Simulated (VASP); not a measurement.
Pt, 2 atoms in the cell. Symmetry: P6_3/mmc, No. 194, hexagonal system. The conventional cell has a = 2.540 Å, b = 2.540 Å, c = 5.176 Å, α = 90.00°, β = 90.00°, γ = 120.00°. Pt (site symmetry -6m2) has 12 Pt at 2.54 to 2.97 Å within 3.4 Å. This isn't the form of Pt at room conditions, which is fcc. This cell differs from its parent crystal: strain -0.080 along x and y, +0.080 along z.

```yaml
Program: VASP 6.6.1
Task: single point
Functional: r2SCAN
Potentials_or_basis: VASP PAW PBE potentials, release 64 (Pt)
Cutoff: 520 eV
k_mesh: 18 × 18 × 10
Occupations: gaussian, width 0.15 eV
Spin: no spin polarisation
Dipole_correction: no
Further_INCAR_settings: ALGO = Normal; EDIFF = 1e-06; NBANDS = 17
```

Potentials or basis: VASP PAW PBE potentials, release 64 (Pt).

Command:

```bash
$ cat potpaw_PBE.64/Pt/POTCAR > POTCAR
$ cp INCAR.step1 INCAR
$ mpirun -np 1 vasp_std > vasp.out
$ cp INCAR.step2 INCAR
$ mpirun -np 1 vasp_std > vasp.out
```

Hardware: 1 thread of AMD EPYC 9R45 96-Core Processor (Zen 5), with other jobs on the host.

Task: Estimate the wall time of this run.

Result: It took 2.8 min on 1 thread of AMD EPYC 9R45 96-Core Processor (Zen 5) (shared host), peak memory 0.19 GiB. Counts: k points 222.
